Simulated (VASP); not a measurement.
# Si4IrPd (Cmmm) in VASP: further runs, part 2 of 2

VASP 6.6.1. The steps go on from the part before.

## Step 3: Single point, PBE

This run uses another cell than the first one, of 15.51 Å³/atom.

File INCAR:

```
  PREC = Accurate
  ENCUT = 500
  EDIFF = 1E-6
  ISMEAR = 0
  SIGMA = 0.2
  LREAL = F
  LASPH = T
  NELM = 120
  ALGO = Normal
  ISIF = 2
  LWAVE = F
  LCHARG = F
  GGA = PE
  NBANDS = 26
  GGA_COMPAT = F
```

File KPOINTS:

```
Automatic mesh
0
Gamma
  4 4 4
```

File POSCAR:

```
Si4IrPd
1.0
    2.5004646423     -4.1772366125      0.0000000000
    2.5004646423      4.1772366125      0.0000000000
    0.0000000000      0.0000000000      4.4543357970
Si Pd Ir
4 1 1
Direct
    0.1711595144      0.8288404856      0.0000000000
    0.8288404856      0.1711595144      0.0000000000
    0.0000000000      0.5000000000      0.5000000000
    0.5000000000      0.0000000000      0.5000000000
    0.5000000000      0.5000000000      0.0000000000
    0.0000000000      0.0000000000      0.5000000000
```

Potentials or basis: VASP PAW PBE potentials, release 64 (Si, Pd, Ir).

The run is started by

```sh
cat potpaw_PBE.64/Si/POTCAR potpaw_PBE.64/Pd/POTCAR potpaw_PBE.64/Ir/POTCAR > POTCAR
mpirun -np 1 vasp_std > vasp.out
```

OUTCAR:

```text
PREC = Accurate
   ENCUT = 500
   EDIFF = 1E-6
   ISMEAR = 0
   LREAL = F
   LASPH = T
   NELM = 120
   ISIF = 2
   GGA = PE

 ion  position               nearest neighbor table
   1  0.171  0.829  0.000-   3 2.64   4 2.64   3 2.64   4 2.64   6 2.65   6 2.65   5 2.75   2 2.83
                             2 2.83   2 2.86   5 2.88   5 2.88
   2  0.829  0.171  0.000-   3 2.64   4 2.64   3 2.64   4 2.64   6 2.65   6 2.65   5 2.75   1 2.83
                             1 2.83   1 2.86   5 2.88   5 2.88
   3  0.000  0.500  0.500-   6 2.43   6 2.43   4 2.50   4 2.50   1 2.64   2 2.64   1 2.64   2 2.64

   4  0.500  0.000  0.500-   6 2.43   6 2.43   3 2.50   3 2.50   1 2.64   2 2.64   1 2.64   2 2.64

   5  0.500  0.500  0.000-   1 2.75   2 2.75   1 2.88   2 2.88   1 2.88   2 2.88   6 3.35   6 3.35
                             6 3.35   6 3.35
   6  0.000  0.000  0.500-   3 2.43   4 2.43   3 2.43   4 2.43   1 2.65   2 2.65   1 2.65   2 2.65
                             5 3.35   5 3.35   5 3.35   5 3.35

  LATTYP: Found a base centered orthorhombic cell.
 ALAT       =     5.0009292846
 B/A-ratio  =     1.6705841554
 C/A-ratio  =     0.8907016163

  Lattice vectors:

 A1 = (   2.5004646423,  -4.1772366125,   0.0000000000)
[... 185 lines left out ...]
 fundamental gap:      0.0286860619
 Fermi energy:         9.2769246020

 k-point     1 :       0.0000    0.0000    0.0000
  band No.  band energies     occupation
      1      -4.3053      2.00000
      2       1.2531      2.00000
      3       1.3462      2.00000
      4       1.8553      2.00000
      5       3.3117      2.00000
      6       4.0347      2.00000
[... 598 lines left out ...]
     25      14.9349      0.00000
     26      15.6395      0.00000

------------------------ aborting loop because EDIFF is reached ----------------------------------------

  FORCE on cell =-STRESS in cart. coord.  units (eV):
  Direction    XX          YY          ZZ          XY          YZ          ZX
  --------------------------------------------------------------------------------------
  -------------------------------------------------------------------------------------
  Total       -0.0920432     -0.2408621      0.0778610      0.0000000      0.0000000      0.0000000
  in kB       -1.5848190     -4.1472125      1.3406259      0.0000000      0.0000000      0.0000000
  external PRESSURE =      -1.4638018 kB  Pullay stress =       0.0000000 kB

 VOLUME and BASIS-vectors are now :
 -----------------------------------------------------------------------------
  energy-cutoff  :      500.00
  volume of cell :       93.05
      direct lattice vectors                 reciprocal lattice vectors
     2.500464642 -4.177236612  0.000000000     0.199962836 -0.119696356  0.000000000
     2.500464642  4.177236612  0.000000000     0.199962836  0.119696356  0.000000000
     0.000000000  0.000000000  4.454335797     0.000000000  0.000000000  0.224500362

 POSITION                                       TOTAL-FORCE (eV/Angst)
 -----------------------------------------------------------------------------------
      2.50046      2.74729      0.00000         0.000000      0.007445     -0.000000
      2.50046     -2.74729      0.00000         0.000000     -0.007445      0.000000
      1.25023      2.08862      2.22717         0.000000      0.000000      0.000000
      1.25023     -2.08862      2.22717         0.000000      0.000000      0.000000
      2.50046      0.00000      0.00000        -0.000000      0.000000      0.000000
      0.00000      0.00000      2.22717         0.000000      0.000000      0.000000
 -----------------------------------------------------------------------------------
    total drift:                                0.000000      0.000000      0.000000

  FREE ENERGIE OF THE ION-ELECTRON SYSTEM (eV)
  ---------------------------------------------------
  free  energy   TOTEN  =       -34.3179612875 eV

  energy  without entropy=      -34.2536305988  energy(sigma->0) =      -34.28579594
```

OSZICAR:

```text
N       E                     dE             d eps       ncg     rms          rms(c)
DAV:   1     0.164546829178E+03    0.16455E+03   -0.14259E+04  1092   0.115E+03
DAV:   2    -0.239869387717E+02   -0.18853E+03   -0.17200E+03  1110   0.251E+02
DAV:   3    -0.349642914921E+02   -0.10977E+02   -0.10521E+02  1422   0.586E+01
DAV:   4    -0.352426033167E+02   -0.27831E+00   -0.27551E+00  1292   0.102E+01
DAV:   5    -0.352497357469E+02   -0.71324E-02   -0.71228E-02  1388   0.160E+00    0.181E+01
DAV:   6    -0.347479315376E+02    0.50180E+00   -0.61127E+00  1642   0.224E+01    0.822E+00
DAV:   7    -0.344017739595E+02    0.34616E+00   -0.19489E+00  1634   0.155E+01    0.567E+00
DAV:   8    -0.343659183247E+02    0.35856E-01   -0.41769E-01  1512   0.733E+00    0.204E+00
DAV:   9    -0.343188846023E+02    0.47034E-01   -0.16058E-01  1304   0.401E+00    0.467E-01
DAV:  10    -0.343180209995E+02    0.86360E-03   -0.92103E-03  1306   0.867E-01    0.245E-01
DAV:  11    -0.343179824686E+02    0.38531E-04   -0.84938E-04  1304   0.242E-01    0.841E-02
DAV:  12    -0.343179622822E+02    0.20186E-04   -0.13559E-04  1354   0.121E-01    0.183E-02
DAV:  13    -0.343179612875E+02    0.99473E-06   -0.88733E-06  1460   0.252E-02
   1 F= -.34317961E+02 E0= -.34285796E+02  d E =-.643307E-01
```

Wall time 76 s (1 thread of Intel Xeon 8259CL, shared host); peak memory 0.22 GiB.

Results:

| Item | Value |
| --- | --- |
| Free energy | -34.3180 eV |
| Pressure | -0.1 GPa |
| Largest force | 0.007 eV/Å |
| Band gap on the k mesh | zero (an odd number of electrons rules out a gap without spin polarisation) |

Forces in eV/Å, atoms in the order of the input:
```
Si   0.000  0.007  0.000
Si   0.000 -0.007  0.000
Si   0.000  0.000  0.000
Si   0.000  0.000  0.000
Pd   0.000  0.000  0.000
Ir   0.000  0.000  0.000
```

Levels at points of the mesh, in eV from the Fermi level:
```csv
k point,band 15,band 16,band 17,band 18,band 19,band 20,band 21,band 22
"(0.00, 0.00, 0.00)",-1.12,-0.67,-0.63,-0.20,-0.04,0.04,2.69,2.72
"(0.50, 0.00, 0.00)",-1.45,-1.19,-0.69,-0.49,0.94,1.58,2.76,2.80
"(0.50, 0.50, 0.00)",-1.13,-0.69,-0.25,-0.12,1.45,1.56,1.57,2.17
"(0.00, 0.00, 0.50)",-0.80,-0.38,-0.29,-0.06,0.11,0.74,0.79,1.99
"(0.50, 0.00, 0.50)",-1.09,-1.00,-0.32,1.04,1.29,1.86,3.20,3.33
"(0.50, 0.50, 0.50)",-1.78,-1.57,-1.41,-0.77,2.43,2.91,3.89,4.31
```

Caveat: the k points lie up to 0.37 Å⁻¹ apart, too coarse for converged energies and pressures of a metal; spin-orbit coupling is left out, which moves the levels of the heavy elements.

## Step 4: Single point, PBE

This run uses another cell than the first one, of 18.71 Å³/atom.

File INCAR:

```
SYSTEM = Si4IrPd
PREC = Accurate ; ENCUT = 500
EDIFF = 1E-6 ; ISMEAR = 0
SIGMA = 0.2 ; LREAL = .False.
LASPH = .True. ; NELM = 120
ALGO = Normal ; ISIF = 2
LWAVE = .False. ; LCHARG = .True.
GGA = PE ; LELF = .True.
LVHAR = .True. ; NBANDS = 26
GGA_COMPAT = .False.
```

File KPOINTS:

```
regular mesh
0
Gamma
  4 4 5
  0 0 0
```

File POSCAR:

```
Si4IrPd
1.0
    3.8968838214     -3.9059939227      0.0000000000
    3.8968838214      3.9059939227      0.0000000000
    0.0000000000      0.0000000000      3.6873717822
Si Pd Ir
4 1 1
Direct
    0.8051917194      0.8051917194      0.0000000000
    0.1948082806      0.1948082806      0.0000000000
    0.3003393052      0.6996606948      0.5000000000
    0.6996606948      0.3003393052      0.5000000000
    0.5000000000      0.5000000000      0.0000000000
    0.0000000000      0.0000000000      0.5000000000
```

The run is started by

```sh
cat potpaw_PBE.64/Si/POTCAR potpaw_PBE.64/Pd/POTCAR potpaw_PBE.64/Ir/POTCAR > POTCAR
mpirun -np 1 vasp_std > vasp.out
```

Wall time 1.7 min (1 thread of Intel Xeon 8259CL, shared host); peak memory 0.24 GiB.

Results (log left out):

```yaml
Free_energy: -36.1207 eV
Pressure: 0.2 GPa
Largest_force: 0.007 eV/Å
Band_gap_on_the_k_mesh: zero (an odd number of electrons rules out a gap without spin polarisation)
```

Forces on the atoms (eV/Å):
```
Si   0.007  0.000  0.000
Si  -0.007  0.000  0.000
Si   0.000 -0.003  0.000
Si   0.000  0.003  0.000
Pd   0.000  0.000  0.000
Ir   0.000  0.000  0.000
```

Stress tensor (GPa, compression positive):
```
0.25 0.00 0.00
0.00 0.35 0.00
0.00 0.00 0.15
```

Levels at points of the mesh, in eV from the Fermi level:
```tsv
k point	band 15	band 16	band 17	band 18	band 19	band 20	band 21	band 22
(0.00, 0.00, 0.00)	-1.62	-1.54	-0.89	-0.03	1.21	3.03	3.30	4.05
(0.50, 0.00, 0.00)	-2.53	-1.79	0.66	0.82	1.02	1.54	2.13	2.42
(0.50, 0.50, 0.00)	-0.37	-0.28	0.69	0.77	1.26	1.29	2.34	2.75
```

Caveat: spin-orbit coupling is left out, which moves the levels of the heavy elements.

## Step 5: Summary

| cell | k mesh | gap on the mesh (eV) | pressure (GPa) | largest force (eV/Å) |
| --- | --- | --- | --- | --- |
| a = 4.849, b = 4.849, c = 4.486 Å, angles 90.0, 90.0, 117.7°, 6 atoms, atomic positions A | 4 × 4 × 4 | none | -0.1 | 0.06 |
| a = 4.868, b = 4.868, c = 4.454 Å, angles 90.0, 90.0, 118.2°, 6 atoms, atomic positions A | 4 × 4 × 4 | none | -0.1 | 0.01 |
| a = 5.517, b = 5.517, c = 3.687 Å, angles 90.0, 90.0, 90.1°, 6 atoms, atomic positions B | 4 × 4 × 5 | none | 0.2 | 0.01 |

Alike in all rows: task single point; level PBE; potentials or basis VASP PAW PBE potentials, release 64 (Si, Pd, Ir); no spin polarisation; cutoff (eV) 500; smearing gaussian 0.2 eV.

Caveats: some runs use coarse meshes; spin-orbit coupling is left out, which moves the levels of the heavy elements.

Total energies depend on the potentials used, so only differences within one code and one set of settings carry meaning.
